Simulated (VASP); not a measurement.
A run of VASP 6.6.1:

INCAR

```
ALGO     = Normal         # electronic algorithm
DIPOL    = 0.5 0.5 0.500
EDIFF    = 1E-6           # SCF threshold, eV
ENCUT    = 520            # plane-wave cutoff, eV
GGA      = PE             # functional
IDIPOL   = 3            
ISIF     = 2              # what is computed and relaxed
ISMEAR   = -1             # smearing method
LASPH    = T              # aspherical terms in the spheres
LCHARG   = T              # write CHGCAR
LDIPOL   = T            
LELF     = T              # ELF
LREAL    = F              # projectors in reciprocal space
LVACPOTAV= T            
LVHAR    = T            
LWAVE    = F              # write WAVECAR
NBANDS   = 46             # bands
NELM     = 100            # most SCF steps
PREC     = Accurate       # precision mode
SIGMA    = 0.05           # smearing width, eV
```

The input KPOINTS:

```
k-points
0
Gamma
  7 7 1
```

Contents of POSCAR:

```
CdSe
1.0
    4.2984999142      0.0000000000      0.0000000000
   -2.1492499571      3.7226101239      0.0000000000
    0.0000000000      0.0000000000     26.3997000000
Se Cd
4 4
Direct
    0.6666666667      0.3333333334      0.2840941374
    0.3333333333      0.6666666666      0.4169592836
    0.6666666667      0.3333333334      0.5498244298
    0.3333333333      0.6666666666      0.6826895760
    0.3333333333      0.6666666666      0.3173104240
    0.6666666667      0.3333333334      0.4501755702
    0.3333333333      0.6666666666      0.5830407164
    0.6666666667      0.3333333334      0.7159058626
```

Potentials or basis: VASP PAW PBE potentials, release 64 (Se, Cd).

Command:

```bash
$ cat potpaw_PBE.64/Se/POTCAR potpaw_PBE.64/Cd/POTCAR > POTCAR
$ mpirun -np 1 vasp_std > vasp.out
```

Hardware: 1 thread of Intel Xeon 8259CL (shared host).

Problem. Estimate the wall time of this run.

Solution. It took 16 min on 1 thread of Intel Xeon 8259CL, on a shared host, peak memory 0.52 GiB. Counts: scf iterations 48, k points 8.
